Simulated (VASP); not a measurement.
# Si (Pm-3m) in VASP: a series of runs, part 2 of 2

VASP 6.6.1. The steps go on from the part before.

### 3 Single point, LDA

This run uses another cell than the first one, of 13.09 Å³/atom, 0.953 times its volume.

INCAR reads:

```
PREC = Accurate
ENCUT = 500
EDIFF = 1E-6
ISMEAR = 1
SIGMA = 0.02
LREAL = False
LASPH = True
NELM = 120
ALGO = Normal
ISIF = 2
LWAVE = False
LCHARG = False
NBANDS = 8
GGA_COMPAT = False
```

KPOINTS reads:

```
regular mesh
0
Gamma
  10 10 10
```

POSCAR reads:

```
Si
1.0
    2.3570365345      0.0000000000      0.0000000000
    0.0000000000      2.3570365345      0.0000000000
    0.0000000000      0.0000000000      2.3570365345
Si
1
Direct
    0.0000000000      0.0000000000      0.0000000000
```

Potentials or basis: VASP PAW LDA potentials, release 64 (Si).

Started as:

```bash
> cat potpaw_LDA.64/Si/POTCAR > POTCAR
> mpirun -np 1 vasp_std > vasp.out
```

OUTCAR:

```text
PREC = Accurate
   ENCUT = 500
   EDIFF = 1E-6
   ISMEAR = 1
   LREAL = False
   LASPH = True
   NELM = 120
   ISIF = 2

 ion  position               nearest neighbor table
   1  0.000  0.000  0.000-

  LATTYP: Found a simple cubic cell.
 ALAT       =     2.3570365345

  Lattice vectors:

 A1 = (   2.3570365345,   0.0000000000,   0.0000000000)
 A2 = (   0.0000000000,   2.3570365345,   0.0000000000)
 A3 = (   0.0000000000,   0.0000000000,   2.3570365345)

Analysis of symmetry for initial positions (statically):
=====================================================================
 Subroutine PRICEL returns:
 Original cell was already a primitive cell.

 Routine SETGRP: Setting up the symmetry group for a
 simple cubic supercell.

 Subroutine GETGRP returns: Found 48 space group operations
 (whereof 48 operations were pure point group operations)
 out of a pool of 48 trial point group operations.

The static configuration has the point symmetry O_h .

Analysis of symmetry for dynamics (positions and initial velocities):
=====================================================================
 Subroutine PRICEL returns:
 Original cell was already a primitive cell.

 Routine SETGRP: Setting up the symmetry group for a
 simple cubic supercell.

 Subroutine GETGRP returns: Found 48 space group operations
 (whereof 48 operations were pure point group operations)
 out of a pool of 48 trial point group operations.

The dynamic configuration has the point symmetry O_h .

 Subroutine INISYM returns: Found 48 space group operations
 (whereof 48 operations are pure point group operations),
 and found     1 'primitive' translations

----------------------------------------------------------------------------------------

                                     Primitive cell

  volume of cell :      13.0948

  direct lattice vectors                    reciprocal lattice vectors
     2.357036535  0.000000000  0.000000000     0.424261561  0.000000000  0.000000000
     0.000000000  2.357036535  0.000000000     0.000000000  0.424261561  0.000000000
     0.000000000  0.000000000  2.357036535     0.000000000  0.000000000  0.424261561

  length of vectors
     2.357036535  2.357036535  2.357036535     0.424261561  0.424261561  0.424261561

  position of ions in fractional coordinates (direct lattice)
     0.000000000  0.000000000  0.000000000

  ion indices of the primitive-cell ions
   primitive index   ion index
                 1           1

----------------------------------------------------------------------------------------

 KPOINTS: regular mesh

Automatic generation of k-mesh.
 Grid dimensions read from file:
 generate k-points for:   10   10   10

 Generating k-lattice:

  Cartesian coordinates                     Fractional coordinates (reciprocal lattice)
     0.042426156  0.000000000  0.000000000     0.100000000  0.000000000  0.000000000
     0.000000000  0.042426156  0.000000000     0.000000000  0.100000000  0.000000000
     0.000000000  0.000000000  0.042426156     0.000000000  0.000000000  0.100000000

  Length of vectors
     0.042426156  0.042426156  0.042426156

  Shift w.r.t. Gamma in fractional coordinates (k-lattice)
     0.000000000  0.000000000  0.000000000

 Subroutine IBZKPT returns following result:
 ===========================================

 Found     56 irreducible k-points:

 Following reciprocal coordinates:
            Coordinates               Weight
  0.000000  0.000000  0.000000      1.000000
  0.100000  0.000000  0.000000      6.000000
  0.200000  0.000000  0.000000      6.000000
  0.300000  0.000000  0.000000      6.000000
  0.400000  0.000000  0.000000      6.000000
  0.500000  0.000000  0.000000      3.000000
[... 16 lines left out ...]
  0.200000  0.100000  0.100000     24.000000
  0.300000  0.100000  0.100000     24.000000
 [... further k-points ...]
   k-points           NKPTS =     56   k-points in BZ     NKDIM =     56   number of bands    NBANDS=      8
   number of dos      NEDOS =    301   number of ions     NIONS =      1
   total plane-waves  NPLWV =   5832
   dimension x,y,z NGX =    18 NGY =   18 NGZ =   18
   dimension x,y,z NGXF=    36 NGYF=   36 NGZF=   36
   ions per type =               1
   NGX,Y,Z   is equivalent  to a cutoff of  12.70, 12.70, 12.70 a.u.
   NGXF,Y,Z  is equivalent  to a cutoff of  25.39, 25.39, 25.39 a.u.
 SYSTEM =  unknown system
   PREC   = accura    normal or accurate (medium, high low for compatibility)
   ISTART =      0    job   : 0-new  1-cont  2-samecut
   ICHARG =      2    charge: 1-file 2-atom 10-const
   ISPIN  =      1    spin polarized calculation?
   LNONCOLLINEAR =      F non collinear calculations
   LSORBIT =      F    spin-orbit coupling
   LASPH  =      T    aspherical Exc in radial PAW
   ENCUT  =  500.0 eV  36.75 Ry    6.06 a.u.   4.30  4.30  4.30*2*pi/ulx,y,z
   NELM   =    120;   NELMIN=  2; NELMDL= -5     # of ELM steps
   EDIFF  = 0.1E-05   stopping-criterion for ELM
   LREAL  =      F    real-space projection
   EDIFFG = 0.1E-04   stopping-criterion for IOM
   NSW    =      0    number of steps for IOM
   IBRION =     -1    ionic relax: 0-MD 1-quasi-New 2-CG
   NFREE  =      0    steps in history (QN), initial steepest desc. (CG)
   ISIF   =      2    stress and relaxation
   ISYM   =      2    0-nonsym 1-usesym 2-fastsym
   POTIM  = 0.5000    time-step for ionic-motion
   TEBEG  =    0.0;   TEEND  =   0.0 temperature during run
   PSTRESS=    0.0 pullay stress
   NELECT =       4.0000    total number of electrons
   NUPDOWN=      -1.0000    fix difference up-down
   EMIN   =  10.00;   EMAX   =-10.00  energy-range for DOS
   EFERMI =   0.00;   METHOD = LEGACY
   ISMEAR =     1;   SIGMA  =   0.02  broadening in eV -4-tet -1-fermi 0-gaus
   EFERMI_NEDOS =   21; number of points for ismear=-14 and -15
   IALGO  =     38    algorithm
   IMIX   =      4    mixing-type and parameters
     AMIX     =   0.40;   BMIX     =  1.00
     AMIX_MAG =   1.60;   BMIX_MAG =  1.00
  volume/ion in A,a.u.               =      13.09        88.37
  Fermi-wavevector in a.u.,A,eV,Ry     =   1.102542  2.083502 16.539230  1.215599
  Thomas-Fermi vector in A             =   2.238987
   LORBIT       =      0    0 simple, 1 ext, 2 COOP (PROOUT), +10 PAW based schemes
   GGA     = CA    functional components
   LHFCALC =     F    Hartree Fock is set to
   AEXX    =    0.0000 exact exchange contribution
   IVDW    =     0    specifies the selected vdW correction
   LEPSILON=     F    determine dielectric tensor
   LRPA    =     F    only Hartree local field effects (RPA)
 non-spin polarized calculation
 Methfessel and Paxton  Order N= 1 SIGMA  =   0.02
  energy-cutoff  :      500.00
  volume of cell :       13.09
 maximum number of plane-waves:       343
 NGX is ok and might be reduce to    18
   NGX =  9   NGY =  9   NGZ =  9

 number of electron       3.9999999 magnetization

 Free energy of the ion-electron system (eV)
  ---------------------------------------------------
  ext. energy  EPLUGINS =         0.00000000
  ---------------------------------------------------
  free energy    TOTEN  =        -5.50400770 eV

  energy without entropy =       -5.50397759  energy(sigma->0) =       -5.50399766

 E-fermi :  11.2415     XC(G=0): -11.5645

 val. band max:       11.2270983466   @ k =   0.5000   0.4000   0.2000
 cond. band min:      11.2424177962   @ k =   0.5000   0.5000   0.4000
 fundamental gap:      0.0153194496
 Fermi energy:        11.2415497514

 k-point     1 :       0.0000    0.0000    0.0000
  band No.  band energies     occupation
      1      -4.0054      2.00000
      2      18.5868      0.00000
      3      18.5868      0.00000
      4      20.1936      0.00000
      5      20.1936      0.00000
      6      20.1936      0.00000
      7      29.4942      0.00000
      8      38.6462      0.00000

 k-point     2 :       0.1000    0.0000    0.0000
  band No.  band energies     occupation
      1      -3.7477      2.00000
      2      15.4641      0.00000
      3      18.7948      0.00000
      4      20.4041      0.00000
      5      20.4041      0.00000
      6      22.9325      0.00000
      7      30.4012      0.00000
      8      37.0235      0.00000
[... 221 lines left out ...]
 k-point    23 :       0.2000    0.1000    0.1000
  band No.  band energies     occupation
      1      -2.4658      2.00000
      2      12.0801      0.00000
      3      15.9406      0.00000
      4      18.9671      0.00000
      5      25.2887      0.00000
      6      27.7647      0.00000
      7      31.4394      0.00000
      8      31.8680      0.00000

 k-point    24 :       0.3000    0.1000    0.1000
  band No.  band energies     occupation
      1      -1.2000      2.00000
      2       8.7047      2.00000
      3      16.9543      0.00000
      4      20.0014      0.00000
      5      25.8282      0.00000
      6      28.1768      0.00000
      7      28.5707      0.00000
      8      31.1625      0.00000

 [... further k-points ...]
[... 5 lines left out ...]
  --------------------------------------------------------------------------------------
  -------------------------------------------------------------------------------------
  Total        2.4724437      2.4724437      2.4724437      0.0000000      0.0000000     -0.0000000
  in kB      302.5088265    302.5088265    302.5088265      0.0000000      0.0000000     -0.0000000
  external PRESSURE =     302.5088265 kB  Pullay stress =       0.0000000 kB

 VOLUME and BASIS-vectors are now :
 -----------------------------------------------------------------------------
  energy-cutoff  :      500.00
  volume of cell :       13.09
      direct lattice vectors                 reciprocal lattice vectors
     2.357036535  0.000000000  0.000000000     0.424261561  0.000000000  0.000000000
     0.000000000  2.357036535  0.000000000     0.000000000  0.424261561  0.000000000
     0.000000000  0.000000000  2.357036535     0.000000000  0.000000000  0.424261561

 POSITION                                       TOTAL-FORCE (eV/Angst)
 -----------------------------------------------------------------------------------
      0.00000      0.00000      0.00000         0.000000      0.000000      0.000000
 -----------------------------------------------------------------------------------
    total drift:                                0.000000     -0.000000     -0.000000

  FREE ENERGIE OF THE ION-ELECTRON SYSTEM (eV)
  ---------------------------------------------------
  free  energy   TOTEN  =        -5.5040076990 eV

  energy  without entropy=       -5.5039775905  energy(sigma->0) =       -5.50399766
```

OSZICAR:

```text
N       E                     dE             d eps       ncg     rms          rms(c)
DAV:   1    -0.274812599534E+01   -0.27481E+01   -0.17246E+03  1016   0.363E+02
DAV:   2    -0.550778658063E+01   -0.27597E+01   -0.26975E+01  1248   0.320E+01
DAV:   3    -0.552363972738E+01   -0.15853E-01   -0.15849E-01  1048   0.256E+00
DAV:   4    -0.552365823026E+01   -0.18503E-04   -0.18502E-04  1352   0.908E-02
DAV:   5    -0.552365825458E+01   -0.24322E-07   -0.25030E-07  1056   0.188E-03    0.399E+00
DAV:   6    -0.551112144781E+01    0.12537E-01   -0.10798E-03  1040   0.187E-01    0.235E+00
DAV:   7    -0.550401510837E+01    0.71063E-02   -0.20542E-03   992   0.272E-01    0.118E-01
DAV:   8    -0.550400766789E+01    0.74405E-05   -0.47900E-05  1104   0.473E-02    0.162E-02
DAV:   9    -0.550400769898E+01   -0.31089E-07   -0.37254E-07   960   0.459E-03
   1 F= -.55040077E+01 E0= -.55039977E+01  d E =-.301085E-04
```

stdout:

```text
POSCAR found type information on POSCAR Si
 POSCAR found :  1 types and       1 ions
 scaLAPACK will be used
 LDA part: xc-table for (Slater(with rela. corr.)+CA(PZ))
 , standard interpolation
 POSCAR, INCAR and KPOINTS ok, starting setup
 FFT: planning ... GRIDC
 FFT: planning ... GRID_SOFT
 FFT: planning ... GRID
 WAVECAR not read
 entering main loop
```

It took 8.1 s on 1 thread of AMD EPYC 7R13, shared host; peak memory 0.08 GiB.

Results:

```
Free energy            : -5.5040 eV
Pressure               : 30.3 GPa
Band gap on the k mesh : zero (band 2 reaches 18.59 eV, above the bottom of band 3 at 8.11 eV)
```

Levels at points of the mesh, in eV from the Fermi level:
```
           k point  band 1  band 2  band 3  band 4  band 5  band 6  band 7
(0.00, 0.00, 0.00)  -15.25    7.35    7.35    8.95    8.95    8.95   18.25
(0.50, 0.00, 0.00)   -9.56   -8.17   10.42   13.33   13.33   15.54   15.54
(0.50, 0.50, 0.00)   -3.65   -3.65   -3.13    0.30   17.69   18.63   18.63
(0.50, 0.50, 0.50)    0.64    0.64    0.64    4.58    4.58    4.58    6.51
```

### 4 Single point, LDA

This run uses another cell than the first one, of 14.56 Å³/atom, 1.060 times its volume.

INCAR reads:

```
  PREC = Accurate
  ENCUT = 500
  EDIFF = 1E-6
  ISMEAR = 1
  SIGMA = 0.02
  LREAL = F
  LASPH = T
  NELM = 120
  ALGO = Normal
  ISIF = 2
  LWAVE = F
  LCHARG = F
  NBANDS = 8
  GGA_COMPAT = F
```

KPOINTS reads:

```
Automatic mesh
0
Gamma
  10 10 10
```

POSCAR reads:

```
Si
1.0
    2.4418830573      0.0000000000      0.0000000000
    0.0000000000      2.4418830573      0.0000000000
    0.0000000000      0.0000000000      2.4418830573
Si
1
Direct
    0.0000000000      0.0000000000      0.0000000000
```

Started as:

```bash
> cat potpaw_LDA.64/Si/POTCAR > POTCAR
> mpirun -np 1 vasp_std > vasp.out
```

Wall time 7.4 s (1 thread of AMD EPYC 7R13, shared host); peak memory 0.08 GiB.

It converged, with:

| Quantity | Value |
| --- | --- |
| Free energy | -5.6814 eV |
| Pressure | 10.1 GPa |
| Band gap on the k mesh | zero (band 2 reaches 17.09 eV, above the bottom of band 3 at 6.43 eV) |

Levels at points of the mesh, in eV from the Fermi level:
| k point | band 1 | band 2 | band 3 | band 4 | band 5 | band 6 | band 7 |
| --- | --- | --- | --- | --- | --- | --- | --- |
| (0.00, 0.00, 0.00) | -14.07 | 7.51 | 7.51 | 8.35 | 8.35 | 8.35 | 16.94 |
| (0.50, 0.00, 0.00) | -8.96 | -7.21 | 10.34 | 12.16 | 12.16 | 15.12 | 15.12 |
| (0.50, 0.50, 0.00) | -3.23 | -3.15 | -3.15 | 1.03 | 15.88 | 17.95 | 17.95 |
| (0.50, 0.50, 0.50) | 0.67 | 0.67 | 0.67 | 4.95 | 4.98 | 4.98 | 4.98 |

### 5 The runs side by side

| cell | gap on the mesh (eV) | pressure (GPa) |
| --- | --- | --- |
| a = 2.395 Å, 1 atom | none | 20.2 |
| a = 2.357 Å, 1 atom | none | 30.3 |
| a = 2.442 Å, 1 atom | none | 10.1 |

Alike in all rows: task single point; level LDA; potentials or basis VASP PAW LDA potentials, release 64 (Si); no spin polarisation; k mesh 10 × 10 × 10; cutoff (eV) 500; smearing methfessel-paxton 0.02 eV.

Total energies depend on the potentials used, so only differences within one code and one set of settings carry meaning.
